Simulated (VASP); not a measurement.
# MgF2 (P4_2/mnm) in VASP: relaxation of the atoms with PBEsol

Aim: the relaxation of the atoms of MgF2 with PBEsol.

All numbers are computed with VASP 6.6.1; they aren't measurements. Logs are shortened: lines on timing, memory, paths and dates and some standing lists are left out, and cuts for length are marked.

## Step 1: The cell of the first run

It takes space group P4_2/mnm (No. 136, tetragonal). The conventional cell has a = 4.639 Å, b = 4.639 Å, c = 3.062 Å, α = 90.00°, β = 90.00°, γ = 90.00°. Within 2.6 Å of Mg (site symmetry mmm) lie 6 F at 1.99 to 2.00 Å. F (site symmetry m2m) has 3 Mg at 1.99 to 2.00 Å and 1 F at 2.58 Å within 2.6 Å.

## Step 2: Relaxation of the atoms, PBEsol

The input, INCAR:

```
SYSTEM = MgF2
PREC = Accurate
ENCUT = 520
EDIFF = 1E-7
ISMEAR = 0
SIGMA = 0.05
LREAL = .FALSE.
LASPH = .TRUE.
NELM = 120
ALGO = Normal
ISIF = 2
LWAVE = .FALSE.
LCHARG = .FALSE.
GGA = PS
IBRION = 2
NSW = 60
EDIFFG = -0.001
GGA_COMPAT = .FALSE.
NELMIN = 4
```

The input, KPOINTS:

```
Automatic mesh
0
G
  6 6 10
  0 0 0
```

The input, POSCAR:

```
MgF2
1.0
    4.6390851824      0.0000000000      0.0000000000
    0.0000000000      4.6390851824      0.0000000000
    0.0000000000      0.0000000000      3.0622033590
Mg F
2 4
Direct
    0.0000000000      0.0000000000      0.0000000000
    0.5000000000      0.5000000000      0.5000000000
    0.3033927073      0.3033927073      0.0000000000
    0.1966072927      0.8033927073      0.5000000000
    0.6966072927      0.6966072927      0.0000000000
    0.8033927073      0.1966072927      0.5000000000
```

Potentials or basis: VASP PAW PBE potentials, release 64 (Mg, F).

Launch:

```
$ cat potpaw_PBE.64/Mg/POTCAR potpaw_PBE.64/F/POTCAR > POTCAR
$ mpirun -np 1 vasp_std > vasp.out
```

OUTCAR:

```text
SYSTEM = MgF2
   PREC = Accurate
   ENCUT = 520
   EDIFF = 1E-7
   ISMEAR = 0
   LREAL = .FALSE.
   LASPH = .TRUE.
   NELM = 120
   ISIF = 2
   GGA = PS
   IBRION = 2
   NSW = 60
   EDIFFG = -0.001
   NELMIN = 4

 ion  position               nearest neighbor table
   1  0.000  0.000  0.000-   3 1.99   5 1.99   4 2.00   6 2.00   4 2.00   6 2.00   2 3.62   2 3.62
                             2 3.62   2 3.62   2 3.62   2 3.62   2 3.62   2 3.62
   2  0.500  0.500  0.500-   4 1.99   6 1.99   5 2.00   3 2.00   3 2.00   5 2.00   1 3.62   1 3.62
                             1 3.62   1 3.62   1 3.62   1 3.62   1 3.62   1 3.62
   3  0.303  0.303  0.000-   1 1.99   2 2.00   2 2.00
   4  0.197  0.803  0.500-   2 1.99   1 2.00   1 2.00
   5  0.697  0.697  0.000-   1 1.99   2 2.00   2 2.00
   6  0.803  0.197  0.500-   2 1.99   1 2.00   1 2.00

  LATTYP: Found a simple tetragonal cell.
 ALAT       =     4.6390851824
 C/A-ratio  =     0.6600877627

  Lattice vectors:

 A1 = (   4.6390851824,   0.0000000000,   0.0000000000)
 A2 = (   0.0000000000,   4.6390851824,   0.0000000000)
 A3 = (   0.0000000000,   0.0000000000,   3.0622033590)

Analysis of symmetry for initial positions (statically):
=====================================================================
 Subroutine PRICEL returns:
 Original cell was already a primitive cell.

 Routine SETGRP: Setting up the symmetry group for a
 simple tetragonal supercell.

 Subroutine GETGRP returns: Found 16 space group operations
 (whereof  8 operations were pure point group operations)
 out of a pool of 16 trial point group operations.

The static configuration has the point symmetry D_2h.
 The point group associated with its full space group is D_4h.

Analysis of symmetry for dynamics (positions and initial velocities):
=====================================================================
 Subroutine PRICEL returns:
 Original cell was already a primitive cell.

 Routine SETGRP: Setting up the symmetry group for a
 simple tetragonal supercell.

 Subroutine GETGRP returns: Found 16 space group operations
 (whereof  8 operations were pure point group operations)
 out of a pool of 16 trial point group operations.

The dynamic configuration has the point symmetry D_2h.
 The point group associated with its full space group is D_4h.

 Subroutine INISYM returns: Found 16 space group operations
 (whereof  8 operations are pure point group operations),
 and found     1 'primitive' translations

----------------------------------------------------------------------------------------

                                     Primitive cell

  volume of cell :      65.9020

  direct lattice vectors                    reciprocal lattice vectors
     4.639085182  0.000000000  0.000000000     0.215559741  0.000000000  0.000000000
     0.000000000  4.639085182  0.000000000     0.000000000  0.215559741  0.000000000
     0.000000000  0.000000000  3.062203359     0.000000000  0.000000000  0.326562244

  length of vectors
     4.639085182  4.639085182  3.062203359     0.215559741  0.215559741  0.326562244

  position of ions in fractional coordinates (direct lattice)
     0.000000000  0.000000000  0.000000000
     0.500000000  0.500000000  0.500000000
     0.303392707  0.303392707  0.000000000
     0.196607293  0.803392707  0.500000000
     0.696607293  0.696607293  0.000000000
     0.803392707  0.196607293  0.500000000

  ion indices of the primitive-cell ions
   primitive index   ion index
                 1           1
                 2           2
                 3           3
                 4           4
                 5           5
                 6           6

----------------------------------------------------------------------------------------

 KPOINTS: Automatic mesh

Automatic generation of k-mesh.
 Grid dimensions read from file:
 generate k-points for:    6    6   10

 Generating k-lattice:

  Cartesian coordinates                     Fractional coordinates (reciprocal lattice)
     0.035926623  0.000000000  0.000000000     0.166666667  0.000000000  0.000000000
     0.000000000  0.035926623  0.000000000     0.000000000  0.166666667  0.000000000
     0.000000000  0.000000000  0.032656224     0.000000000  0.000000000  0.100000000

  Length of vectors
     0.035926623  0.035926623  0.032656224

  Shift w.r.t. Gamma in fractional coordinates (k-lattice)
     0.000000000  0.000000000  0.000000000

 Subroutine IBZKPT returns following result:
 ===========================================

 Found     60 irreducible k-points:

 Following reciprocal coordinates:
            Coordinates               Weight
  0.000000  0.000000  0.000000      1.000000
  0.166667  0.000000  0.000000      4.000000
  0.333333  0.000000  0.000000      4.000000
  0.500000  0.000000  0.000000      2.000000
  0.166667  0.166667  0.000000      4.000000
  0.333333  0.166667  0.000000      8.000000
[... 16 lines left out ...]
  0.333333  0.000000  0.200000      8.000000
  0.500000  0.000000  0.200000      4.000000
 [... further k-points ...]
   k-points           NKPTS =     60   k-points in BZ     NKDIM =     60   number of bands    NBANDS=     20
   number of dos      NEDOS =    301   number of ions     NIONS =      6
   total plane-waves  NPLWV =  31104
   dimension x,y,z NGX =    36 NGY =   36 NGZ =   24
   dimension x,y,z NGXF=    72 NGYF=   72 NGZF=   48
   ions per type =               2   4
   NGX,Y,Z   is equivalent  to a cutoff of  12.90, 12.90, 13.03 a.u.
   NGXF,Y,Z  is equivalent  to a cutoff of  25.80, 25.80, 26.06 a.u.
 SYSTEM =  MgF2
   PREC   = accura    normal or accurate (medium, high low for compatibility)
   ISTART =      0    job   : 0-new  1-cont  2-samecut
   ICHARG =      2    charge: 1-file 2-atom 10-const
   ISPIN  =      1    spin polarized calculation?
   LNONCOLLINEAR =      F non collinear calculations
   LSORBIT =      F    spin-orbit coupling
   LASPH  =      T    aspherical Exc in radial PAW
   ENCUT  =  520.0 eV  38.22 Ry    6.18 a.u.   8.63  8.63  5.69*2*pi/ulx,y,z
   NELM   =    120;   NELMIN=  4; NELMDL= -5     # of ELM steps
   EDIFF  = 0.1E-06   stopping-criterion for ELM
   LREAL  =      F    real-space projection
   EDIFFG = -.1E-02   stopping-criterion for IOM
   NSW    =     60    number of steps for IOM
   IBRION =      2    ionic relax: 0-MD 1-quasi-New 2-CG
   NFREE  =      1    steps in history (QN), initial steepest desc. (CG)
   ISIF   =      2    stress and relaxation
   ISYM   =      2    0-nonsym 1-usesym 2-fastsym
   POTIM  = 0.5000    time-step for ionic-motion
   TEBEG  =    0.0;   TEEND  =   0.0 temperature during run
   PSTRESS=    0.0 pullay stress
   NELECT =      32.0000    total number of electrons
   NUPDOWN=      -1.0000    fix difference up-down
   EMIN   =  10.00;   EMAX   =-10.00  energy-range for DOS
   EFERMI =   0.00;   METHOD = LEGACY
   ISMEAR =     0;   SIGMA  =   0.05  broadening in eV -4-tet -1-fermi 0-gaus
   EFERMI_NEDOS =   21; number of points for ismear=-14 and -15
   IALGO  =     38    algorithm
   IMIX   =      4    mixing-type and parameters
     AMIX     =   0.40;   BMIX     =  1.00
     AMIX_MAG =   1.60;   BMIX_MAG =  1.00
  volume/ion in A,a.u.               =      10.98        74.12
  Fermi-wavevector in a.u.,A,eV,Ry     =   1.286743  2.431592 22.527279  1.655708
  Thomas-Fermi vector in A             =   2.418799
   LORBIT       =      0    0 simple, 1 ext, 2 COOP (PROOUT), +10 PAW based schemes
   GGA     = PS    functional components
   LHFCALC =     F    Hartree Fock is set to
   AEXX    =    0.0000 exact exchange contribution
   IVDW    =     0    specifies the selected vdW correction
   LEPSILON=     F    determine dielectric tensor
   LRPA    =     F    only Hartree local field effects (RPA)
 conjugate gradient relaxation of ions
 non-spin polarized calculation
 Gauss-broadening in eV      SIGMA  =   0.05
  energy-cutoff  :      520.00
  volume of cell :       65.90
 maximum number of plane-waves:      1827
 NGX is ok and might be reduce to    36
   NGX = 17   NGY = 17   NGZ = 11

 number of electron      32.0000032 magnetization

 Free energy of the ion-electron system (eV)
  ---------------------------------------------------
  ext. energy  EPLUGINS =         0.00000000
  ---------------------------------------------------
  free energy    TOTEN  =       -32.59980139 eV

  energy without entropy =      -32.59980139  energy(sigma->0) =      -32.59980139

 E-fermi :  -1.0905     XC(G=0):  -9.9431

 val. band max:       -1.3605321484   @ k =   0.0000   0.0000   0.0000
 cond. band min:       5.5007833575   @ k =   0.0000   0.0000   0.0000
 fundamental gap:      6.8613155058
 Fermi energy:        -1.0905103650

 k-point     1 :       0.0000    0.0000    0.0000
  band No.  band energies     occupation
      1     -21.9757      2.00000
      2     -21.1675      2.00000
      3     -21.1675      2.00000
      4     -21.0797      2.00000
      5      -5.4550      2.00000
      6      -3.8599      2.00000
[... 12 lines left out ...]
     19      10.6204      0.00000
     20      12.1084      0.00000

 k-point     2 :       0.1667    0.0000    0.0000
  band No.  band energies     occupation
      1     -21.9305      2.00000
      2     -21.2563      2.00000
      3     -21.1547      2.00000
      4     -21.0535      2.00000
      5      -5.3521      2.00000
      6      -3.8251      2.00000
[... 12 lines left out ...]
     19      10.7979      0.00000
     20      12.2137      0.00000

 k-point     3 :       0.3333    0.0000    0.0000
  band No.  band energies     occupation
      1     -21.8052      2.00000
      2     -21.4277      2.00000
      3     -21.1221      2.00000
      4     -21.0523      2.00000
      5      -5.0790      2.00000
      6      -4.2724      2.00000
[... 12 lines left out ...]
     19      11.2804      0.00000
     20      12.2270      0.00000

 k-point     4 :       0.5000    0.0000    0.0000
  band No.  band energies     occupation
      1     -21.6248      2.00000
      2     -21.6248      2.00000
      3     -21.0816      2.00000
      4     -21.0816      2.00000
      5      -4.7049      2.00000
      6      -4.7049      2.00000
[... 12 lines left out ...]
     19      11.8723      0.00000
     20      11.8723      0.00000

 k-point     5 :       0.1667    0.1667    0.0000
  band No.  band energies     occupation
      1     -21.8880      2.00000
      2     -21.2846      2.00000
      3     -21.1807      2.00000
      4     -21.0476      2.00000
      5      -5.2559      2.00000
      6      -3.9389      2.00000
[... 12 lines left out ...]
     19      10.3364      0.00000
     20      12.2870      0.00000
[... 353 lines left out ...]
      6      -3.6100      2.00000
[... 12 lines left out ...]
     19      11.4580      0.00000
     20      12.4519      0.00000

 k-point    22 :       0.1667    0.0000    0.2000
  band No.  band energies     occupation
      1     -21.8019      2.00000
      2     -21.2256      2.00000
      3     -21.1317      2.00000
      4     -21.0742      2.00000
      5      -5.1234      2.00000
      6      -3.7752      2.00000
[... 12 lines left out ...]
     19      11.6262      0.00000
     20      12.5813      0.00000

 k-point    23 :       0.3333    0.0000    0.2000
  band No.  band energies     occupation
      1     -21.6934      2.00000
      2     -21.3706      2.00000
      3     -21.1101      2.00000
      4     -21.0669      2.00000
      5      -4.8804      2.00000
      6      -4.1732      2.00000
[... 12 lines left out ...]
     19      12.0895      0.00000
     20      12.7770      0.00000

 k-point    24 :       0.5000    0.0000    0.2000
  band No.  band energies     occupation
      1     -21.5381      2.00000
      2     -21.5381      2.00000
      3     -21.0841      2.00000
      4     -21.0841      2.00000
      5      -4.5457      2.00000
      6      -4.5457      2.00000
[... 12 lines left out ...]
     19      12.6261      0.00000
     20      12.6261      0.00000

 [... further k-points ...]

------------------------ aborting loop because EDIFF is reached ----------------------------------------

  FORCE on cell =-STRESS in cart. coord.  units (eV):
  Direction    XX          YY          ZZ          XY          YZ          ZX
  --------------------------------------------------------------------------------------
  -------------------------------------------------------------------------------------
  Total       -0.3306311     -0.3306311     -0.3415678      0.0000000      0.0000000      0.0000000
  in kB       -8.0381411     -8.0381411     -8.3040279      0.0000000      0.0000000      0.0000000
  external PRESSURE =      -8.1267700 kB  Pullay stress =       0.0000000 kB

 VOLUME and BASIS-vectors are now :
 -----------------------------------------------------------------------------
  energy-cutoff  :      520.00
  volume of cell :       65.90
      direct lattice vectors                 reciprocal lattice vectors
     4.639085182  0.000000000  0.000000000     0.215559741  0.000000000  0.000000000
     0.000000000  4.639085182  0.000000000     0.000000000  0.215559741  0.000000000
     0.000000000  0.000000000  3.062203359     0.000000000  0.000000000  0.326562244

 POSITION                                       TOTAL-FORCE (eV/Angst)
 -----------------------------------------------------------------------------------
      0.00000      0.00000      0.00000         0.000000      0.000000      0.000000
      2.31954      2.31954      1.53110         0.000000      0.000000      0.000000
      1.40746      1.40746      0.00000         0.000691      0.000691      0.000000
      0.91208      3.72701      1.53110        -0.000691      0.000691      0.000000
      3.23162      3.23162      0.00000        -0.000691     -0.000691     -0.000000
      3.72701      0.91208      1.53110         0.000691     -0.000691     -0.000000
 -----------------------------------------------------------------------------------
    total drift:                                0.000000      0.000000     -0.000000

  FREE ENERGIE OF THE ION-ELECTRON SYSTEM (eV)
  ---------------------------------------------------
  free  energy   TOTEN  =       -32.5998013923 eV

  energy  without entropy=      -32.5998013923  energy(sigma->0) =      -32.59980139

 reached required accuracy - stopping structural energy minimisation
```

Wall time 80 s (1 thread of Intel Xeon 8259CL, shared host); peak memory 0.22 GiB.

What came out:

```yaml
Free_energy: -32.5998 eV
Pressure_after_relaxing: -0.8 GPa
Band_gap_on_the_k_mesh: 6.86 eV
```

Final structure:
```cif
data_structure
_symmetry_space_group_name_H-M 'P 1'
_symmetry_Int_Tables_number 1
_cell_length_a 4.6391
_cell_length_b 4.6391
_cell_length_c 3.0622
_cell_angle_alpha 90.000
_cell_angle_beta 90.000
_cell_angle_gamma 90.000
_cell_volume 65.90
loop_
_atom_site_label
_atom_site_type_symbol
_atom_site_fract_x
_atom_site_fract_y
_atom_site_fract_z
_atom_site_occupancy
Mg1 Mg 0.00000 0.00000 0.00000 1
Mg2 Mg 0.50000 0.50000 0.50000 1
F1 F 0.30339 0.30339 0.00000 1
F2 F 0.19661 0.80339 0.50000 1
F3 F 0.69661 0.69661 0.00000 1
F4 F 0.80339 0.19661 0.50000 1
```

Levels at points of the mesh, in eV from the valence-band top:
```tsv
k point	band 14	band 15	band 16	band 17	band 18	band 19
(0.00, 0.00, 0.00)	-0.32	-0.32	0.00	6.86	11.98	11.98
(0.50, 0.00, 0.00)	-0.98	-0.38	-0.38	9.27	9.27	13.23
(0.50, 0.50, 0.00)	-0.95	-0.77	-0.77	10.97	10.97	11.05
(0.00, 0.00, 0.50)	-1.15	-0.86	-0.86	11.59	11.59	14.67
(0.50, 0.00, 0.50)	-0.73	-0.66	-0.66	12.48	12.48	13.21
(0.50, 0.50, 0.50)	-0.60	-0.48	-0.48	13.05	13.05	13.07
```

Caveat: the PAW data sets were made with another functional, which shifts forces and pressure a little. A k mesh can miss the band edges.
